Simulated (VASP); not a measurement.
# HfSiSe in VASP: notebook, part 2 of 2

VASP 6.6.1. Earlier steps stand in the parts before.

## 3. Single point, PBE

This run uses another cell than the first one, of 19.64 Å³/atom.

Contents of INCAR:

```
PREC     = Accurate       # precision mode
ENCUT    = 520            # plane-wave cutoff, eV
EDIFF    = 1E-6           # SCF threshold, eV
ISMEAR   = 0              # smearing method
SIGMA    = 0.1            # smearing width, eV
LREAL    = False          # projectors in reciprocal space
LASPH    = True           # aspherical terms in the spheres
NELM     = 100            # most SCF steps
ALGO     = Normal         # electronic algorithm
ISIF     = 2              # what is computed and relaxed
LWAVE    = False          # write WAVECAR
LCHARG   = False          # write CHGCAR
GGA      = PE             # functional
NBANDS   = 29             # bands
```

Contents of KPOINTS:

```
regular mesh
0
Gamma
  4 3 3
```

Contents of POSCAR:

```
HfSiSe
1.0
    4.5182830000     -0.8238870000      1.1846080000
   -0.4583790000      4.7987750000     -1.4423240000
    0.5752460000      1.5104520000      5.2277840000
Hf Si Se
2 2 2
Direct
    0.6081943510      0.5271442216      0.3541243993
    0.2835024584      0.5998385047      0.9400013832
    0.9443818533      0.7601368811      0.6620442559
    0.0116533129      0.0304297104      0.0363955156
    0.5988922012      0.2094330044      0.9313150191
    0.8207230290      0.1207679948      0.4617774016
```

Potentials or basis: VASP PAW PBE potentials, release 64 (Hf_pv, Si, Se).

The run is started by

```
$ cat potpaw_PBE.64/Hf_pv/POTCAR potpaw_PBE.64/Si/POTCAR potpaw_PBE.64/Se/POTCAR > POTCAR
$ mpirun -np 1 vasp_std > vasp.out
```

OUTCAR:

```text
PREC = Accurate
   ENCUT = 520
   EDIFF = 1E-6
   ISMEAR = 0
   LREAL = False
   LASPH = True
   NELM = 100
   ISIF = 2
   GGA = PE

 ion  position               nearest neighbor table
   1  0.608  0.527  0.354-   3 2.65   6 2.70   5 2.79   4 2.86   6 2.93   2 3.17   2 3.20   2 3.25

   2  0.284  0.600  0.940-   4 2.72   3 2.80   5 2.82   4 2.83   3 2.90   5 2.94   1 3.17   1 3.20
                             5 3.22   1 3.25
   3  0.944  0.760  0.662-   6 2.45   4 2.48   1 2.65   2 2.80   5 2.89   2 2.90
   4  0.012  0.030  0.036-   6 2.33   3 2.48   5 2.52   5 2.61   2 2.72   2 2.83   1 2.86
   5  0.599  0.209  0.931-   4 2.52   6 2.57   4 2.61   1 2.79   2 2.82   3 2.89   2 2.94   2 3.22

   6  0.821  0.121  0.462-   4 2.33   3 2.45   5 2.57   1 2.70   1 2.93

  LATTYP: Found a triclinic cell.
 ALAT       =     5.0317642363
 B/A-ratio  =     1.4624390873
 C/A-ratio  =     0.9426309677
 COS(alpha) =     0.0053223758
 COS(beta)  =     0.3240289957
 COS(gamma) =     0.6687860592

  Lattice vectors:

 A1 = (   0.4583790000,  -4.7987750000,   1.4423240000)
 A2 = (  -0.1168670000,  -6.3092270000,  -3.7854600000)
[... 180 lines left out ...]
 val. band max:        6.5658257413   @ k =   0.5000   0.3333  -0.0000
 cond. band min:       6.5907249046   @ k =   0.0000   0.0000   0.0000
 fundamental gap:      0.0248991633
 Fermi energy:         6.5754029871

 k-point     1 :       0.0000    0.0000    0.0000
  band No.  band energies     occupation
      1     -24.8338      2.00000
      2     -24.7206      2.00000
      3     -24.6419      2.00000
      4     -24.5244      2.00000
      5     -24.3622      2.00000
      6     -24.2928      2.00000
[... 597 lines left out ...]
     28       9.8603      0.00000
     29      10.7801      0.00000

------------------------ aborting loop because EDIFF is reached ----------------------------------------

  FORCE on cell =-STRESS in cart. coord.  units (eV):
  Direction    XX          YY          ZZ          XY          YZ          ZX
  --------------------------------------------------------------------------------------
  -------------------------------------------------------------------------------------
  Total       -0.4702375      3.5186395      9.2722863     -3.4799932      2.4468817      0.3478794
  in kB       -6.3949478     47.8513810    126.0975168    -47.3258150     33.2761193      4.7309513
  external PRESSURE =      55.8513167 kB  Pullay stress =       0.0000000 kB

 VOLUME and BASIS-vectors are now :
 -----------------------------------------------------------------------------
  energy-cutoff  :      520.00
  volume of cell :      117.81
      direct lattice vectors                 reciprocal lattice vectors
     4.518283000 -0.823887000  1.184608000     0.231431735  0.013297545 -0.029307922
    -0.458379000  4.798775000 -1.442324000     0.051746663  0.194709327 -0.061950944
     0.575246000  1.510452000  5.227784000    -0.038165393  0.050706295  0.180834760

 POSITION                                       TOTAL-FORCE (eV/Angst)
 -----------------------------------------------------------------------------------
      2.71007      2.56345      1.81145         0.004851      1.263478     -0.440076
      1.54672      4.06474      4.38480        -0.345933      0.378254      0.167957
      4.29939      3.86965      3.48338         0.905127     -1.090177      0.521979
      0.05964      0.19140      0.16018        -0.171238     -1.886444     -0.488781
      3.14570      1.91831      5.27610        -0.673891      1.391854      1.904872
      3.91854      0.60085      3.21212         0.281083     -0.056965     -1.665950
 -----------------------------------------------------------------------------------
    total drift:                                0.000194      0.000147     -0.000503

  FREE ENERGIE OF THE ION-ELECTRON SYSTEM (eV)
  ---------------------------------------------------
  free  energy   TOTEN  =       -36.5914888438 eV

  energy  without entropy=      -36.5662676758  energy(sigma->0) =      -36.57887826
```

OSZICAR:

```text
N       E                     dE             d eps       ncg     rms          rms(c)
DAV:   1     0.162682044698E+03    0.16268E+03   -0.19293E+04  1102   0.123E+03
DAV:   2    -0.261507106715E+02   -0.18883E+03   -0.18242E+03  1311   0.273E+02
DAV:   3    -0.381259898845E+02   -0.11975E+02   -0.11748E+02  1452   0.501E+01
DAV:   4    -0.383351298950E+02   -0.20914E+00   -0.20847E+00  1396   0.730E+00
DAV:   5    -0.383381106061E+02   -0.29807E-02   -0.29797E-02  1427   0.874E-01    0.509E+01
DAV:   6    -0.367795747957E+02    0.15585E+01   -0.70658E+00  1386   0.862E+00    0.341E+01
DAV:   7    -0.366602635051E+02    0.11931E+00   -0.18884E+00  1408   0.547E+00    0.598E+00
DAV:   8    -0.365979687690E+02    0.62295E-01   -0.46058E-01  1436   0.305E+00    0.125E+00
DAV:   9    -0.365924402747E+02    0.55285E-02   -0.47460E-02  1421   0.101E+00    0.102E+00
DAV:  10    -0.365916987274E+02    0.74155E-03   -0.84459E-03  1404   0.419E-01    0.305E-01
DAV:  11    -0.365914942169E+02    0.20451E-03   -0.10126E-03  1335   0.158E-01    0.118E-01
DAV:  12    -0.365914927604E+02    0.14565E-05   -0.13253E-04  1404   0.531E-02    0.397E-02
DAV:  13    -0.365914893082E+02    0.34522E-05   -0.13197E-05  1444   0.160E-02    0.160E-02
DAV:  14    -0.365914888438E+02    0.46441E-06   -0.19836E-06  1100   0.709E-03
   1 F= -.36591489E+02 E0= -.36578878E+02  d E =-.252212E-01
```

Wall time 72 s (1 thread of Intel Xeon Platinum 8259CL at 2.50GHz (Skylake/Cascade Lake), shared host); peak memory 0.26 GiB.

What came out:

```yaml
Free_energy: -36.5915 eV
Pressure: 5.6 GPa
Largest_force: 2.454 eV/Å
Band_gap_on_the_k_mesh: zero (bands 20 and 21 overlap by 0.52 eV)
```

Forces on the atoms (eV/Å):
```
Hf   0.005  1.263 -0.440
Hf  -0.346  0.378  0.168
Si   0.905 -1.090  0.522
Si  -0.171 -1.886 -0.489
Se  -0.674  1.392  1.905
Se   0.281 -0.057 -1.666
```

Levels at points of the mesh, in eV from the Fermi level:
```csv
k point,band 17,band 18,band 19,band 20,band 21,band 22,band 23,band 24
"(0.00, 0.00, 0.00)",-2.08,-1.56,-0.99,-0.43,0.02,0.77,1.20,1.78
"(0.50, 0.00, 0.00)",-2.23,-1.31,-0.67,0.18,0.52,0.81,1.37,1.58
```

Caveat: the k points lie up to 0.44 Å⁻¹ apart, too coarse for converged energies and pressures of a metal; spin-orbit coupling is left out, which moves the levels of the heavy elements.

## 4. Single point, PBE

This run uses another cell than the first one, of 20.23 Å³/atom.

Contents of INCAR:

```
SYSTEM = HfSiSe
ALGO = Normal ; EDIFF = 1E-6
ENCUT = 520 ; GGA = PE
ISIF = 2 ; ISMEAR = 0
LASPH = .True. ; LCHARG = .False.
LREAL = .False. ; LWAVE = .False.
NBANDS = 29 ; NELM = 60
PREC = Accurate ; SIGMA = 0.1
```

Contents of KPOINTS:

```
k-points
0
Gamma
  4 3 3
  0 0 0
```

Contents of POSCAR:

```
HfSiSe
1.0
    4.5633300000     -0.8321010000      1.1964190000
   -0.4629490000      4.8466180000     -1.4567030000
    0.5809810000      1.5255110000      5.2799040000
Hf Si Se
2 2 2
Direct
    0.6132613385      0.5270313847      0.3539027758
    0.2783508290      0.5945540623      0.9425704455
    0.9393510942      0.7563324675      0.6614645413
    0.0086660239      0.0278189030      0.0356617627
    0.5976892695      0.2137304162      0.9340923510
    0.8293815683      0.1308901887      0.4538043237
```

The run is started by

```
$ cat potpaw_PBE.64/Hf_pv/POTCAR potpaw_PBE.64/Si/POTCAR potpaw_PBE.64/Se/POTCAR > POTCAR
$ mpirun -np 1 vasp_std > vasp.out
```

Run time: 83 s. Hardware: 1 thread of Intel Xeon Platinum 8259CL at 2.50GHz (Skylake/Cascade Lake), shared host; peak memory 0.26 GiB.

Results (log left out):

* Free energy: -36.8197 eV
* Pressure: 2.9 GPa
* Largest force: 2.057 eV/Å
* Band gap on the k mesh: zero (bands 20 and 21 overlap by 0.46 eV)

Forces in eV/Å, atoms in the order of the input:
```
Hf  -0.115  1.257 -0.588
Hf  -0.385  0.440  0.111
Si   0.806 -0.866  0.579
Si  -0.120 -1.951 -0.506
Se  -0.581  1.149  1.604
Se   0.395 -0.029 -1.200
```

Stress tensor (GPa, compression positive):
```
-2.57 -4.35  0.51
-4.35  2.32  3.22
 0.51  3.22  8.87
```

Levels at points of the mesh, in eV from the Fermi level:
| k point | band 17 | band 18 | band 19 | band 20 | band 21 | band 22 | band 23 | band 24 |
| --- | --- | --- | --- | --- | --- | --- | --- | --- |
| (0.00, 0.00, 0.00) | -2.08 | -1.50 | -1.03 | -0.44 | 0.00 | 0.78 | 1.16 | 1.78 |
| (0.50, 0.00, 0.00) | -2.20 | -1.36 | -0.72 | 0.11 | 0.50 | 0.81 | 1.35 | 1.53 |

Caveat: the k points lie up to 0.44 Å⁻¹ apart; spin-orbit coupling is left out, which moves the levels of the heavy elements.

## 5. Summary

| cell | gap on the mesh (eV) | pressure (GPa) | largest force (eV/Å) |
| --- | --- | --- | --- |
| a = 4.700, b = 4.986, c = 5.422 Å, angles 91.2, 73.1, 108.9°, 6 atoms, atomic positions A | none | 8.2 | 2.91 |
| a = 4.743, b = 5.032, c = 5.472 Å, angles 91.2, 73.1, 108.9°, 6 atoms, atomic positions B | none | 5.6 | 2.45 |
| a = 4.790, b = 5.082, c = 5.526 Å, angles 91.2, 73.1, 108.9°, 6 atoms, atomic positions C | none | 2.9 | 2.06 |

Alike in all rows: task single point; level PBE; potentials or basis VASP PAW PBE potentials, release 64 (Hf_pv, Si, Se); no spin polarisation; k mesh 4 × 3 × 3; cutoff (eV) 520; smearing gaussian 0.1 eV.

Caveats: all runs use coarse meshes; spin-orbit coupling is left out, which moves the levels of the heavy elements.

Total energies depend on the potentials used, so only differences within one code and one set of settings carry meaning.
